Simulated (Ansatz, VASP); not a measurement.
## One calculation of ReS, two programs

Contents of INCAR:

```
ALGO     = Normal         # electronic algorithm
EDIFF    = 1E-6           # SCF threshold, eV
ENCUT    = 520            # plane-wave cutoff, eV
GGA      = PS             # functional
ISIF     = 2              # what is computed and relaxed
ISMEAR   = 0              # smearing method
ISPIN    = 2              # spin polarisation
LASPH    = T              # aspherical terms in the spheres
LCHARG   = F              # write CHGCAR
LMAXMIX  = 4              # l up to which the mixer works
LORBIT   = 11             # projections on sites
LREAL    = F              # projectors in reciprocal space
LWAVE    = F              # write WAVECAR
MAGMOM   = 0.05 0         # initial moments
NBANDS   = 18             # bands
NELM     = 150            # most SCF steps
PREC     = Accurate       # precision mode
SIGMA    = 0.05           # smearing width, eV
```

The input KPOINTS:

```
k-points
0
Gamma
  10 10 10
```

File POSCAR:

```
ReS
1.0
    0.0000000000      2.5740836256      2.5740836256
    2.5740836256      0.0000000000      2.5740836256
    2.5740836256      2.5740836256      0.0000000000
Re S
1 1
Direct
    0.0000000000      0.0000000000      0.0000000000
    0.2500000000      0.2500000000      0.2500000000
```

Input for Ansatz:

```yaml
crystal:
  lattice:
    - [0.0, 2.5740836256, 2.5740836256]
    - [2.5740836256, 0.0, 2.5740836256]
    - [2.5740836256, 2.5740836256, 0.0]
  atoms:
    - { symbol: Re, position: [0.0, 0.0, 0.0], spin: 0.05 }
    - { symbol: S, position: [0.25, 0.25, 0.25] }
basis:
  ecutwfc: 420
  ecutrho_ratio: 4
kpoints:
  mp_grid: { grid: [10, 10, 10] }
hamiltonian:
  xc: pbesol
scf:
  occupations: { method: gaussian, width: 0.05 }
output:
  forces: true
  stress: true
  eigenvalues: true
  populations: true
magnetization:
  spin_polarized: true
```

Alike in both runs: task single point; functional PBEsol; k mesh 10 × 10 × 10; occupations gaussian, width 0.05 eV; collinear spin.

|  | VASP | Ansatz |
| --- | --- | --- |
| version | VASP 6.6.1 | Ansatz 0.2.0 |
| potentials or method | VASP PAW PBE potentials, release 64 (Re, S), cutoff 520 eV | scalar-relativistic, plane waves, PAW |
| valence electrons in the cell | 13 | 21 |

|  | VASP | Ansatz | Ansatz less VASP |
| --- | --- | --- | --- |
| gap on the k mesh at the Fermi level (eV) | none | none | - |
| pressure (GPa) | 6.4 | 4.2 | -2.24 |
| net moment per atom (μB) | 0.02 | 0.02 | +0.005 |

VASP's potentials were made for PBE, not for PBEsol. A gap of «none» marks a metal or a gap that the smearing closes. With one functional, cell and mesh, what is left measures potentials, basis and numerics. VASP's potentials hold 13 valence electrons a cell and Ansatz's 21, so a difference there can come from the potentials and not from the codes.

Spin-orbit coupling is off throughout.
